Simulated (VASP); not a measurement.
# Cd (Pm-3m) in VASP: single point with LDA

Aim: the single point of Cd with LDA.

Everything below comes from runs of VASP 6.6.1. Logs are shortened: lines on timing, memory, paths and dates and some standing lists are left out, and cuts for length are marked.

### 1 The cell of the first run

It takes space group Pm-3m (No. 221, cubic). Conventional cell: a = 4.217 Å, b = 4.217 Å, c = 4.217 Å, α = 90.00°, β = 90.00°, γ = 90.00°. Cd (site symmetry 4/mmm) has 8 Cd at 2.98 Å within 3.9 Å.

### 2 Single point, LDA

INCAR reads:

```
ALGO = Normal ; EDIFF = 1E-6
ENCUT = 520 ; ISIF = 2
ISMEAR = -1 ; LASPH = True
LCHARG = False ; LREAL = False
LWAVE = False ; NBANDS = 25
NELM = 80 ; PREC = Accurate
SIGMA = 0.1
```

KPOINTS reads:

```
k-points
0
Gamma
  6 6 6
```

POSCAR reads:

```
Cd
1.0
    4.2167040000      0.0000000000      0.0000000000
    0.0000000000      4.2167040000      0.0000000000
    0.0000000000      0.0000000000      4.2167040000
Cd
3
Direct
    0.0000000000      0.5000000000      0.5000000000
    0.5000000000      0.0000000000      0.5000000000
    0.5000000000      0.5000000000      0.0000000000
```

Potentials or basis: VASP PAW LDA potentials, release 64 (Cd).

Run with:

```sh
cat potpaw_LDA.64/Cd/POTCAR > POTCAR
mpirun -np 1 vasp_std > vasp.out
```

OUTCAR:

```text
EDIFF = 1E-6
   ENCUT = 520
   ISIF = 2
   ISMEAR = -1
   LASPH = True
   LREAL = False
   NELM = 80
   PREC = Accurate

 ion  position               nearest neighbor table
   1  0.000  0.500  0.500-   2 2.98   3 2.98   3 2.98   2 2.98   2 2.98   3 2.98   3 2.98   2 2.98

   2  0.500  0.000  0.500-   1 2.98   3 2.98   3 2.98   1 2.98   3 2.98   3 2.98   1 2.98   1 2.98

   3  0.500  0.500  0.000-   1 2.98   2 2.98   1 2.98   2 2.98   2 2.98   2 2.98   1 2.98   1 2.98

  LATTYP: Found a simple cubic cell.
 ALAT       =     4.2167040000

  Lattice vectors:

 A1 = (   4.2167040000,   0.0000000000,   0.0000000000)
 A2 = (   0.0000000000,   4.2167040000,   0.0000000000)
 A3 = (   0.0000000000,   0.0000000000,   4.2167040000)

Analysis of symmetry for initial positions (statically):
=====================================================================
 Subroutine PRICEL returns:
 Original cell was already a primitive cell.

 Routine SETGRP: Setting up the symmetry group for a
 simple cubic supercell.

 Subroutine GETGRP returns: Found 48 space group operations
 (whereof 48 operations were pure point group operations)
 out of a pool of 48 trial point group operations.

The static configuration has the point symmetry O_h .

Analysis of symmetry for dynamics (positions and initial velocities):
=====================================================================
 Subroutine PRICEL returns:
 Original cell was already a primitive cell.

 Routine SETGRP: Setting up the symmetry group for a
 simple cubic supercell.

 Subroutine GETGRP returns: Found 48 space group operations
 (whereof 48 operations were pure point group operations)
 out of a pool of 48 trial point group operations.

The dynamic configuration has the point symmetry O_h .

 Subroutine INISYM returns: Found 48 space group operations
 (whereof 48 operations are pure point group operations),
 and found     1 'primitive' translations

----------------------------------------------------------------------------------------

                                     Primitive cell

  volume of cell :      74.9755

  direct lattice vectors                    reciprocal lattice vectors
     4.216704000  0.000000000  0.000000000     0.237152051  0.000000000  0.000000000
     0.000000000  4.216704000  0.000000000     0.000000000  0.237152051  0.000000000
     0.000000000  0.000000000  4.216704000     0.000000000  0.000000000  0.237152051

  length of vectors
     4.216704000  4.216704000  4.216704000     0.237152051  0.237152051  0.237152051

  position of ions in fractional coordinates (direct lattice)
     0.000000000  0.500000000  0.500000000
     0.500000000  0.000000000  0.500000000
     0.500000000  0.500000000  0.000000000

  ion indices of the primitive-cell ions
   primitive index   ion index
                 1           1
                 2           2
                 3           3

----------------------------------------------------------------------------------------

 KPOINTS: k-points

Automatic generation of k-mesh.
 Grid dimensions read from file:
 generate k-points for:    6    6    6

 Generating k-lattice:

  Cartesian coordinates                     Fractional coordinates (reciprocal lattice)
     0.039525342  0.000000000  0.000000000     0.166666667  0.000000000  0.000000000
     0.000000000  0.039525342  0.000000000     0.000000000  0.166666667  0.000000000
     0.000000000  0.000000000  0.039525342     0.000000000  0.000000000  0.166666667

  Length of vectors
     0.039525342  0.039525342  0.039525342

  Shift w.r.t. Gamma in fractional coordinates (k-lattice)
     0.000000000  0.000000000  0.000000000

 Subroutine IBZKPT returns following result:
 ===========================================

 Found     20 irreducible k-points:

 Following reciprocal coordinates:
            Coordinates               Weight
  0.000000  0.000000  0.000000      1.000000
  0.166667  0.000000  0.000000      6.000000
  0.333333  0.000000  0.000000      6.000000
  0.500000  0.000000  0.000000      3.000000
  0.166667  0.166667  0.000000     12.000000
  0.333333  0.166667  0.000000     24.000000
[... 12 lines left out ...]
  0.500000  0.500000  0.333333      6.000000
  0.500000  0.500000  0.500000      1.000000
   k-points           NKPTS =     20   k-points in BZ     NKDIM =     20   number of bands    NBANDS=     25
   number of dos      NEDOS =    301   number of ions     NIONS =      3
   total plane-waves  NPLWV =  32768
   dimension x,y,z NGX =    32 NGY =   32 NGZ =   32
   dimension x,y,z NGXF=    64 NGYF=   64 NGZF=   64
   ions per type =               3
   NGX,Y,Z   is equivalent  to a cutoff of  12.62, 12.62, 12.62 a.u.
   NGXF,Y,Z  is equivalent  to a cutoff of  25.23, 25.23, 25.23 a.u.
 SYSTEM =  unknown system
   PREC   = accura    normal or accurate (medium, high low for compatibility)
   ISTART =      0    job   : 0-new  1-cont  2-samecut
   ICHARG =      2    charge: 1-file 2-atom 10-const
   ISPIN  =      1    spin polarized calculation?
   LNONCOLLINEAR =      F non collinear calculations
   LSORBIT =      F    spin-orbit coupling
   LASPH  =      T    aspherical Exc in radial PAW
   ENCUT  =  520.0 eV  38.22 Ry    6.18 a.u.   7.84  7.84  7.84*2*pi/ulx,y,z
   NELM   =     80;   NELMIN=  2; NELMDL= -5     # of ELM steps
   EDIFF  = 0.1E-05   stopping-criterion for ELM
   LREAL  =      F    real-space projection
   EDIFFG = 0.1E-04   stopping-criterion for IOM
   NSW    =      0    number of steps for IOM
   IBRION =     -1    ionic relax: 0-MD 1-quasi-New 2-CG
   NFREE  =      0    steps in history (QN), initial steepest desc. (CG)
   ISIF   =      2    stress and relaxation
   ISYM   =      2    0-nonsym 1-usesym 2-fastsym
   POTIM  = 0.5000    time-step for ionic-motion
   TEBEG  =    0.0;   TEEND  =   0.0 temperature during run
   PSTRESS=    0.0 pullay stress
   NELECT =      36.0000    total number of electrons
   NUPDOWN=      -1.0000    fix difference up-down
   EMIN   =  10.00;   EMAX   =-10.00  energy-range for DOS
   EFERMI =   0.00;   METHOD = LEGACY
   ISMEAR =    -1;   SIGMA  =   0.10  broadening in eV -4-tet -1-fermi 0-gaus
   EFERMI_NEDOS =   21; number of points for ismear=-14 and -15
   IALGO  =     38    algorithm
   IMIX   =      4    mixing-type and parameters
     AMIX     =   0.40;   BMIX     =  1.00
     AMIX_MAG =   1.60;   BMIX_MAG =  1.00
  volume/ion in A,a.u.               =      24.99       168.65
  Fermi-wavevector in a.u.,A,eV,Ry     =   1.281944  2.422524 22.359565  1.643382
  Thomas-Fermi vector in A             =   2.414285
   LORBIT       =      0    0 simple, 1 ext, 2 COOP (PROOUT), +10 PAW based schemes
   GGA     = CA    functional components
   LHFCALC =     F    Hartree Fock is set to
   AEXX    =    0.0000 exact exchange contribution
   IVDW    =     0    specifies the selected vdW correction
   LEPSILON=     F    determine dielectric tensor
   LRPA    =     F    only Hartree local field effects (RPA)
 non-spin polarized calculation
  energy-cutoff  :      520.00
  volume of cell :       74.98
 maximum number of plane-waves:      2040
 NGX is ok and might be reduce to    32
   NGX = 15   NGY = 15   NGZ = 15

 number of electron      36.0000036 magnetization

 Free energy of the ion-electron system (eV)
  ---------------------------------------------------
  ext. energy  EPLUGINS =         0.00000000
  ---------------------------------------------------
  free energy    TOTEN  =        -4.06727681 eV

  energy without entropy =       -4.01718840  energy(sigma->0) =       -4.04223261

 E-fermi :   1.6078     XC(G=0): -10.4599

 val. band max:        1.5513939741   @ k =   0.3333   0.1667   0.1667
 cond. band min:       1.6906665658   @ k =   0.5000   0.3333   0.0000
 fundamental gap:      0.1392725918
 Fermi energy:         1.6078248341

 k-point     1 :       0.0000    0.0000    0.0000
  band No.  band energies     occupation
      1      -8.3744      2.00000
      2      -8.0587      2.00000
      3      -8.0587      2.00000
      4      -8.0587      2.00000
      5      -7.6697      2.00000
      6      -7.6697      2.00000
[... 17 lines left out ...]
     24      10.3029      0.00000
     25      10.3029      0.00000

 k-point     2 :       0.1667    0.0000    0.0000
  band No.  band energies     occupation
      1      -8.2702      2.00000
      2      -8.0376      2.00000
      3      -7.9721      2.00000
      4      -7.9721      2.00000
      5      -7.6487      2.00000
      6      -7.5882      2.00000
[... 17 lines left out ...]
     24       9.4563      0.00000
     25       9.4563      0.00000

 k-point     3 :       0.3333    0.0000    0.0000
  band No.  band energies     occupation
      1      -8.0213      2.00000
      2      -7.9922      2.00000
      3      -7.7240      2.00000
      4      -7.7240      2.00000
      5      -7.6093      2.00000
      6      -7.3835      2.00000
[... 17 lines left out ...]
     24       7.6671      0.00000
     25       8.9442      0.00000

 k-point     4 :       0.5000    0.0000    0.0000
  band No.  band energies     occupation
      1      -7.9678      2.00000
      2      -7.8569      2.00000
      3      -7.5793      2.00000
      4      -7.4251      2.00000
      5      -7.4251      2.00000
      6      -7.2531      2.00000
[... 17 lines left out ...]
     24       7.5926      0.00000
     25       7.7224      0.00000
[... 365 lines left out ...]
 k-point    18 :       0.5000    0.3333    0.3333
  band No.  band energies     occupation
      1      -7.9294      2.00000
      2      -7.8193      2.00000
      3      -7.7381      2.00000
      4      -7.6036      2.00000
      5      -7.5156      2.00000
      6      -7.4768      2.00000
[... 17 lines left out ...]
     24      13.0309      0.00000
     25      13.5808      0.00000

 k-point    19 :       0.5000    0.5000    0.3333
  band No.  band energies     occupation
      1      -7.8854      2.00000
      2      -7.8809      2.00000
      3      -7.8809      2.00000
      4      -7.6693      2.00000
      5      -7.4792      2.00000
      6      -7.4792      2.00000
[... 17 lines left out ...]
     24      13.9310      0.00000
     25      14.9039      0.00000

 k-point    20 :       0.5000    0.5000    0.5000
  band No.  band energies     occupation
      1      -7.9489      2.00000
      2      -7.9489      2.00000
      3      -7.9489      2.00000
      4      -7.7304      2.00000
      5      -7.4875      2.00000
      6      -7.4875      2.00000
[... 17 lines left out ...]
     24      16.0235      0.00000
     25      16.0243      0.00000

------------------------ aborting loop because EDIFF is reached ----------------------------------------

  FORCE on cell =-STRESS in cart. coord.  units (eV):
  Direction    XX          YY          ZZ          XY          YZ          ZX
  --------------------------------------------------------------------------------------
  -------------------------------------------------------------------------------------
  Total       -1.0697294     -1.0697294     -1.0697294      0.0000000      0.0000000     -0.0000000
  in kB      -22.8594169    -22.8594169    -22.8594169      0.0000000      0.0000000     -0.0000000
  external PRESSURE =     -22.8594169 kB  Pullay stress =       0.0000000 kB

 VOLUME and BASIS-vectors are now :
 -----------------------------------------------------------------------------
  energy-cutoff  :      520.00
  volume of cell :       74.98
      direct lattice vectors                 reciprocal lattice vectors
     4.216704000  0.000000000  0.000000000     0.237152051  0.000000000  0.000000000
     0.000000000  4.216704000  0.000000000     0.000000000  0.237152051  0.000000000
     0.000000000  0.000000000  4.216704000     0.000000000  0.000000000  0.237152051

 POSITION                                       TOTAL-FORCE (eV/Angst)
 -----------------------------------------------------------------------------------
      0.00000      2.10835      2.10835         0.000000      0.000000      0.000000
      2.10835      0.00000      2.10835         0.000000      0.000000      0.000000
      2.10835      2.10835      0.00000         0.000000      0.000000      0.000000
 -----------------------------------------------------------------------------------
    total drift:                                0.000000     -0.000000     -0.000000

  FREE ENERGIE OF THE ION-ELECTRON SYSTEM (eV)
  ---------------------------------------------------
  free  energy   TOTEN  =        -4.0672768127 eV

  energy  without entropy=       -4.0171884015  energy(sigma->0) =       -4.04223261
```

Run time: 16 s. Hardware: 1 thread of Intel Xeon 8259CL, shared host; peak memory 0.16 GiB.

What came out:

```yaml
Free_energy: -4.0673 eV
Pressure: -2.3 GPa
Band_gap_on_the_k_mesh: zero (band 18 reaches 4.31 eV, above the bottom of band 19 at 0.39 eV)
```
